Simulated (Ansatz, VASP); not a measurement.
**VN in VASP and in Ansatz**

```
CELL_PARAMETERS angstrom
0.00000 2.02141 2.02141
2.02141 0.00000 2.02141
2.02141 2.02141 0.00000
ATOMIC_POSITIONS crystal
V 0.00000 0.00000 0.00000
N 0.50000 0.50000 0.50000
```

Alike in both runs: functional LDA; k mesh 8 × 8 × 8; occupations gaussian, width 0.1 eV; no spin polarisation.

Ansatz relaxed the structure, and its values are those at the end. VASP's run is a single point on that final structure, the one shown.

|  | VASP | Ansatz |
| --- | --- | --- |
| version | VASP 6.6.1 | Ansatz 0.2.0 |
| potentials or method | VASP PAW LDA potentials, release 64 (V_sv, N_h), cutoff 1330 eV | scalar-relativistic, plane waves, PAW |
| valence electrons in the cell | 18 | 18 |

```csv
,VASP,Ansatz,Ansatz less VASP
gap on the k mesh at the Fermi level (eV),none,none,-
pressure (GPa),1.1,0.0,-1.13
```

Ansatz warns that its potentials were made for another functional, while VASP's fit it. LDA's correlation is that of Perdew and Zunger in VASP and of Perdew and Wang (1992) in Ansatz. A gap of «none» marks a metal or a gap that the smearing closes.
